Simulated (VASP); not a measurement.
A run of VASP 6.6.1:

File INCAR:

```
PREC = Accurate
ENCUT = 600
EDIFF = 1E-6
ISMEAR = -1
SIGMA = 0.1
LREAL = F
LASPH = T
NELM = 120
ALGO = Normal
ISIF = 2
LWAVE = F
LCHARG = F
GGA = PE
NBANDS = 14
GGA_COMPAT = F
```

The input KPOINTS:

```
regular mesh
0
Gamma
  11 11 11
```

POSCAR

```
HfN
1.0
    0.0000000000      2.2856876150      2.2856876150
    2.2856876150      0.0000000000      2.2856876150
    2.2856876150      2.2856876150      0.0000000000
Hf N
1 1
Direct
    0.0000000000      0.0000000000      0.0000000000
    0.5000000000      0.5000000000      0.5000000000
```

Potentials or basis: VASP PAW PBE potentials, release 64 (Hf_pv, N).

Launch:

```console
$ cat potpaw_PBE.64/Hf_pv/POTCAR potpaw_PBE.64/N/POTCAR > POTCAR
$ mpirun -np 1 vasp_std > vasp.out
```

Hardware: 1 thread of Intel Xeon 8259CL, with other jobs on the host.

Problem. How long does it take, and how much memory?

Solution. It took 40 s on 1 thread of Intel Xeon 8259CL, on a shared host, peak memory 0.17 GiB. Counts: scf iterations 13, k points 56.
